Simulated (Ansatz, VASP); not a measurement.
One calculation of SiO2, two programs

```xyz
3
Lattice="3.1302 0.0000 0.0000 -1.5651 2.7108 0.0000 0.0000 0.0000 3.2833" Properties=species:S:1:pos:R:3 pbc="T T T"
Si    0.0000    1.8072    0.0000
O     0.0000    0.0000    0.0000
O     0.0000    1.8072    1.6417
```

Alike in both runs: task relaxation of cell and atoms; functional PBE; dispersion D3(BJ); k mesh 12 × 12 × 8; occupations gaussian, width 0.02 eV; no spin polarisation.

|  | VASP | Ansatz |
| --- | --- | --- |
| version | VASP 6.6.1 | Ansatz 0.2.0 |
| potentials or method | VASP PAW PBE potentials, release 64 (Si, O), cutoff 600 eV | scalar-relativistic, plane waves, PAW |
| valence electrons in the cell | 16 | 16 |

```tsv
	VASP	Ansatz	Ansatz less VASP
gap on the k mesh at the Fermi level, each at its own relaxed structure (eV)	1.76	1.77	+0.012
relaxed volume (Å³/atom)	9.28	9.29	+0.008
relaxed cell length with the largest relative difference (Å)	3.128	3.130	+0.0019
```
